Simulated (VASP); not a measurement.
Write the native input for VASP 6.6.1 that does the following.

```
Task                   : single point
Functional             : PBE
Potentials or basis    : VASP PAW PBE potentials, release 64 (Mg, O)
Cutoff                 : 520 eV
k mesh                 : 9 × 9 × 6
Occupations            : gaussian, width 0.05 eV
Spin                   : no spin polarisation
Dipole correction      : no
Further INCAR settings : ALGO = Normal; EDIFF = 1e-06; NBANDS = 16
```

The structure of MgO lies in POSCAR:

```
MgO
1.0
    3.4802931548      0.0000000000      0.0000000000
   -1.7401465774      3.0140222847      0.0000000000
    0.0000000000      0.0000000000      4.3381600378
Mg O
2 2
Direct
    0.6750787713      0.3333333333      0.7500000000
    0.3417454380      0.6666666667      0.2500000000
    0.6538873553      0.3333333333      0.2500000000
    0.3205540219      0.6666666667      0.7500000000
```

This cell differs from its parent crystal: mode 8 frozen in at -0.045 Å, strain +e along z and -e/2 along x and y +0.0233.

These files were run (other wordings do the same):

INCAR

```
SYSTEM = MgO
PREC = Accurate
ENCUT = 520
EDIFF = 1E-6
ISMEAR = 0
SIGMA = 0.05
LREAL = .FALSE.
LASPH = .TRUE.
NELM = 80
ALGO = Normal
ISIF = 2
LWAVE = .FALSE.
LCHARG = .TRUE.
GGA = PE
LELF = .TRUE.
LVHAR = .TRUE.
NBANDS = 16
```

KPOINTS

```
regular mesh
0
G
  9 9 6
  0 0 0
```

Potentials or basis: VASP PAW PBE potentials, release 64 (Mg, O).

Command:

```bash
$ cat potpaw_PBE.64/Mg/POTCAR potpaw_PBE.64/O/POTCAR > POTCAR
$ mpirun -np 1 vasp_std > vasp.out
```

It gave:

```yaml
Pressure: 0.1 GPa
Largest_force: 0.701 eV/Å
Band_gap_on_the_k_mesh: 3.21 eV, direct
```

Caveat: the cell differs from its parent crystal (mode 8 frozen in at -0.045 Å, strain +e along z and -e/2 along x and y +0.0233).

Wall time 24 s on 1 thread of AMD EPYC 9R45 (Zen 5) (shared host), peak memory 0.18 GiB.
